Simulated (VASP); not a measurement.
Au, 2 atoms in the cell. It takes space group I4/mmm (No. 139, tetragonal). The conventional cell has a = 2.830 Å, b = 2.830 Å, c = 4.220 Å, α = 90.00°, β = 90.00°, γ = 90.00°. Au (site symmetry 4/mmm) has 12 Au at 2.83 to 2.91 Å within 3.7 Å.  This cell differs from its parent crystal: biaxial strain in the a-b plane: -2.0 %, then relaxed in part.

| Property | Result |
| --- | --- |
| Program | VASP 6.6.1 |
| Task | single point |
| Functional | PBEsol |
| Potentials or basis | VASP PAW PBE potentials, release 64 (Au) |
| Cutoff | 520 eV |
| k mesh | 18 × 18 × 14 |
| Occupations | gaussian, width 0.1 eV |
| Spin | no spin polarisation |
| Dipole correction | no |
| Further INCAR settings | ALGO = Fast; EDIFF = 1e-06; NBANDS = 18 |

Potentials or basis: VASP PAW PBE potentials, release 64 (Au).

Launch:

```bash
$ cat potpaw_PBE.64/Au/POTCAR > POTCAR
$ mpirun -np 1 vasp_std > vasp.out
```

Hardware: 1 thread of Intel(R) Xeon(R) 6975P-C (Granite Rapids) (shared host).

How long does it take, and how much memory?

It took 120 s on 1 thread of Intel(R) Xeon(R) 6975P-C (Granite Rapids), on a shared host, peak memory 0.32 GiB. Counts: scf iterations 12, k points 440.
